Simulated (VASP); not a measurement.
Write the native input for VASP 6.6.1 that does the following.

| Quantity | Value |
| --- | --- |
| Task | single point |
| Functional | PBEsol |
| Potentials or basis | VASP PAW PBE potentials, release 64 (Al, N) |
| Cutoff | 520 eV |
| k mesh | 10 × 10 × 10 |
| Occupations | gaussian, width 0.05 eV |
| Spin | no spin polarisation |
| Dipole correction | no |
| Further INCAR settings | ALGO = Normal; EDIFF = 1e-06; NBANDS = 11 |

The structure of AlN lies in POSCAR:

```
AlN
1.0
    0.0000000000      2.0345180000      2.0345180000
    2.0345180000      0.0000000000      2.0345180000
    2.0345180000      2.0345180000      0.0000000000
Al N
1 1
Direct
    0.4784961352      0.4784961352      0.5215038648
    0.0000000000      0.0000000000      0.0000000000
```

This cell differs from its parent crystal: all Al atoms moved +0.087 Å, as atom 1 towards its neighbour atom 2 (N) at 2.035 Å.

The input as run:

INCAR

```
ALGO = Normal
EDIFF = 1E-6
ENCUT = 520
GGA = PS
ISIF = 2
ISMEAR = 0
LASPH = T
LCHARG = F
LREAL = F
LWAVE = F
NBANDS = 11
NELM = 100
PREC = Accurate
SIGMA = 0.05
```

KPOINTS

```
k-points
0
Gamma
  10 10 10
```

Potentials or basis: VASP PAW PBE potentials, release 64 (Al, N).

Run with:

```console
$ cat potpaw_PBE.64/Al/POTCAR potpaw_PBE.64/N/POTCAR > POTCAR
$ mpirun -np 1 vasp_std > vasp.out
```

Results of the run:

```yaml
Pressure: -3.4 GPa
Largest_force: 0.622 eV/Å
Band_gap_on_the_k_mesh: 4.35 eV, indirect (least direct gap 5.38 eV)
```

Caveat: the cell differs from its parent crystal (all Al atoms moved +0.087 Å, as atom 1 towards its neighbour atom 2 (N) at 2.035 Å); the PAW data sets were made with another functional, which shifts forces and pressure a little.

Wall time 17 s on 1 thread of Intel(R) Xeon(R) Platinum 8175M CPU @ 2.50GHz (Skylake/Cascade Lake), on a shared host, peak memory 0.14 GiB.
